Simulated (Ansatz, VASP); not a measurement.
Two plane-wave programs on Cu

```
Cu
1.0
     0.00000    1.83350    1.83350
     1.83350    0.00000    1.83350
     1.83350    1.83350    0.00000
Cu
1
Cartesian
  0.0000 0.0000 0.0000
```

Alike in both runs: task single point; functional PBE; k mesh 14 × 14 × 14; occupations fermi-dirac, width 0.1 eV; no spin polarisation.

|  | VASP | Ansatz |
| --- | --- | --- |
| version | VASP 6.6.1 | Ansatz 0.2.0 |
| potentials or method | VASP PAW PBE potentials, release 64 (Cu), cutoff 600 eV | PAW, plane waves, scalar-relativistic |
| valence electrons in the cell | 11 | 19 |

|  | VASP | Ansatz | Ansatz less VASP |
| --- | --- | --- | --- |
| pressure (GPa) | -3.4 | -4.0 | -0.59 |

VASP's potentials hold 11 valence electrons a cell and Ansatz's 19, so a difference there can come from the potentials and not from the codes.
